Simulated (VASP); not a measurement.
A run of VASP 6.6.1 is set up as follows.

The input INCAR:

```
SYSTEM = Al2Cu
ALGO = Normal
EDIFF = 1E-6
ENCUT = 520
GGA = PE
ISIF = 2
ISMEAR = 0
LASPH = .True.
LCHARG = .False.
LREAL = .False.
LWAVE = .False.
NBANDS = 16
NELM = 100
PREC = Accurate
SIGMA = 0.15
```

Contents of KPOINTS:

```
k-points
0
Gamma
  10 10 14
  0 0 0
```

POSCAR

```
Al2Cu
1.0
    4.1211626268      0.0000000000      0.0000000000
    0.0000000000      4.1211626268      0.0000000000
    0.0000000000      0.0000000000      2.9617000000
Al Cu
2 1
Direct
    0.5000000000      0.0000000000      0.5000000000
    0.0000000000      0.5000000000      0.5000000000
    0.0000000000      0.0000000000      0.0000000000
```

Potentials or basis: VASP PAW PBE potentials, release 64 (Al, Cu).

Launch:

```console
$ cat potpaw_PBE.64/Al/POTCAR potpaw_PBE.64/Cu/POTCAR > POTCAR
$ mpirun -np 1 vasp_std > vasp.out
```

**Question.** Estimate the pressure.

**Answer.** -2.1 GPa.

**Question.** Predict the band gap on the k mesh.

**Answer.** Zero (an odd number of electrons rules out a gap without spin polarisation).

Stress tensor (GPa, compression positive):
```
-1.28  0.00  0.00
 0.00 -1.28  0.00
 0.00  0.00 -3.64
```
